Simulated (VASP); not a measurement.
# Cs: single point with PBEsol

The system is Cs.

```
CELL_PARAMETERS angstrom
4.13795 0.00000 0.00000
-2.06897 3.58357 0.00000
0.00000 0.00000 6.70347
ATOMIC_POSITIONS crystal
Cs 0.33333 0.66667 0.25000
Cs 0.66667 0.33333 0.75000
```

```yaml
Program: VASP 6.6.1
Task: single point
Functional: PBEsol
Potentials_or_basis: VASP PAW PBE potentials, release 64 (Cs_sv)
Cutoff: 520 eV
k_mesh: 8 × 8 × 5
Occupations: fermi-dirac, width 0.08 eV
Spin: no spin polarisation
```

```json
{
  "Pressure": "4.0 GPa",
  "Band gap on the k mesh": "zero (band 9 reaches 3.65 eV, above the bottom of band 10 at 2.85 eV)"
}
```

Levels at points of the mesh, in eV from the Fermi level:
```
           k point  band 5  band 6  band 7  band 8  band 9  band 10  band 11  band 12  band 13  band 14
(0.00, 0.00, 0.00)  -10.05   -9.85   -9.85   -9.83   -2.09    -0.47     2.74     2.74     2.85     3.07
(0.50, 0.00, 0.00)  -10.74  -10.41  -10.23  -10.03   -0.26     0.08     0.10     2.31     2.54     2.80
```

Run time: 12 s on 1 thread of Intel(R) Xeon(R) 6975P-C (Granite Rapids), on a shared host, peak memory 0.21 GiB.

Caveat: the PAW data sets were made with another functional, which shifts forces and pressure a little; spin-orbit coupling is left out, which moves the levels of the heavy elements.
